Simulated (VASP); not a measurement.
K2HfSe3: relaxation of cell and atoms with PBE

K2HfSe3:

```
K Hf Se
1.0
     4.28553    0.00000    0.00000
     0.00000    4.28553    0.00000
     0.00000    0.00000    9.44110
K Hf Se
2 1 3
Direct
  0.00000 0.50000 0.73761
  0.50000 0.00000 0.26239
  0.00000 0.00000 0.00000
  0.50000 0.50000 0.00000
  0.00000 0.50000 0.37863
  0.50000 0.00000 0.62137
```

The cell was generated, and may not be a known phase.

```yaml
Program: VASP 6.6.1
Task: relaxation of cell and atoms
Functional: PBE
Potentials_or_basis: VASP PAW PBE potentials, release 64 (K_sv, Hf_pv, Se)
Cutoff: 600 eV
k_mesh: 4 × 4 × 2
Occupations: gaussian, width 0.1 eV
Spin: no spin polarisation
Dipole_correction: no
Further_INCAR_settings: ALGO = Normal; EDIFF = 1e-06; IBRION = 2; EDIFFG = -0.04; NSW = 90; ISIF = 3
```

```json
{
  "Relaxed volume": "26.16 Å³/atom",
  "Relaxed cell": "a = 4.078 Å, b = 4.078 Å, c = 9.441 Å, α = 90.00°, β = 90.00°, γ = 90.00°",
  "Space group after relaxing (to 0.1 Å)": "P-4m2 (No. 115)",
  "Pressure after relaxing": "0.1 GPa",
  "Largest force after relaxing": "0.011 eV/Å",
  "Band gap on the k mesh": "zero (bands 23 and 24 overlap by 0.38 eV)"
}
```

Forces on the atoms (eV/Å):
```
K    0.000  0.000  0.011
K    0.000  0.000 -0.011
Hf   0.000  0.000  0.000
Se   0.000  0.000  0.000
Se   0.000  0.000  0.006
Se   0.000  0.000 -0.006
```

Stress tensor (GPa, compression positive):
```
0.10 0.00 0.00
0.00 0.10 0.00
0.00 0.00 0.21
```

Final structure:
```
K Hf Se
1.0
     4.07761    0.00000    0.00000
     0.00000    4.07761    0.00000
     0.00000    0.00000    9.44096
K Hf Se
2 1 3
Direct
  0.00000 0.50000 0.63796
  0.50000 0.00000 0.36204
  0.00000 0.00000 0.00000
  0.50000 0.50000 0.00000
  0.00000 0.50000 0.23939
  0.50000 0.00000 0.76061
```

Levels at points of the mesh, in eV from the Fermi level:
```csv
k point,band 20,band 21,band 22,band 23,band 24,band 25,band 26,band 27
"(0.00, 0.00, 0.00)",-2.52,-2.40,-0.78,-0.78,-0.01,0.08,0.33,0.48
"(0.50, 0.00, 0.00)",-2.46,-2.11,-1.34,-0.76,0.81,1.17,1.22,1.43
"(0.50, 0.50, 0.00)",-2.57,-2.57,-2.44,0.07,0.54,1.31,1.31,1.81
"(0.00, 0.00, 0.50)",-2.50,-2.47,-0.80,-0.80,-0.31,0.08,0.36,0.96
"(0.50, 0.00, 0.50)",-2.46,-2.13,-1.33,-0.56,0.84,1.12,1.13,1.37
"(0.50, 0.50, 0.50)",-2.47,-2.47,-2.46,0.04,0.54,1.03,1.03,1.63
```

Run time: 29 min on 1 thread of Intel(R) Xeon(R) Platinum 8559C (Emerald Rapids), on a shared host, peak memory 0.38 GiB.

Caveat: the k points lie up to 0.39 Å⁻¹ apart in the final cell; spin-orbit coupling is left out, which moves the levels of the heavy elements.
